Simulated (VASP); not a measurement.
Set up this calculation in VASP 6.6.1, as the native input.

- Task: single point
- Functional: PBE
- Potentials or basis: VASP PAW PBE potentials, release 64 (Rb_sv, Li_sv)
- Cutoff: 520 eV
- k mesh: 1 × 1 × 1
- Occupations: fermi-dirac, width 0.05 eV
- Spin: no spin polarisation
- Dipole correction: no
- Further INCAR settings: LREAL = Auto; ALGO = Normal; EDIFF = 1e-06; NBANDS = 88

The structure of Rb16Li (a cell with a defect) lies in POSCAR:

```
Rb16Li
1.0
   11.1800000000      0.0000000000      0.0000000000
    0.0000000000     11.1800000000      0.0000000000
    0.0000000000      0.0000000000     11.1800000000
Rb Li
16 1
Direct
    0.0358139535     -0.0759838998      0.0566726297
    0.4359212880      0.0075670841     -0.0248926655
    0.0077728086      0.3999016100      0.0897137746
   -0.0543202147     -0.0756440072      0.5088908766
    0.2101520572      0.1545796064      0.3029338104
    0.4662254025      0.5289982111     -0.0002683363
    0.5135867621      0.0697137746      0.5655098390
    0.6977191413      0.3033363148      0.2697227191
    0.0422629696      0.4324508050      0.4573166369
    0.2979248658      0.7464847943      0.3007334526
    0.3107066190      0.3814490161      0.6932200358
    0.5266994633      0.5338819320      0.4550268336
    0.7726475850      0.7866994633      0.2701252236
    0.7258676208      0.2422898032      0.6985509839
    0.3266636852      0.7715205725      0.6742218247
    0.6910196780      0.7896601073      0.6943738819
    0.1422361360      0.0583989267      0.7263953488
```

These files were run (other wordings do the same):

INCAR

```
SYSTEM = Rb16Li
ALGO     = Normal         ! electronic algorithm
EDIFF    = 1E-6           ! SCF threshold, eV
ENCUT    = 520            ! plane-wave cutoff, eV
GGA      = PE             ! functional
ISIF     = 2              ! what is computed and relaxed
ISMEAR   = -1             ! smearing method
LASPH    = .True.         ! aspherical terms in the spheres
LCHARG   = .False.        ! write CHGCAR
LREAL    = Auto         
LWAVE    = .False.        ! write WAVECAR
NBANDS   = 88             ! bands
NELM     = 60             ! most SCF steps
PREC     = Accurate       ! precision mode
SIGMA    = 0.05           ! smearing width, eV
```

KPOINTS

```
k-points
0
Gamma
  1 1 1
  0 0 0
```

Potentials or basis: VASP PAW PBE potentials, release 64 (Rb_sv, Li_sv).

Run with:

```bash
$ cat potpaw_PBE.64/Rb_sv/POTCAR potpaw_PBE.64/Li_sv/POTCAR > POTCAR
$ mpirun -np 1 vasp_gam > vasp.out
```

It gave:

```yaml
Largest_force: 0.835 eV/Å
```

Caveat: the k points lie up to 0.56 Å⁻¹ apart.

It took 110 s on 1 thread of Intel(R) Xeon(R) 6975P-C (Granite Rapids), on a shared host, peak memory 0.98 GiB.
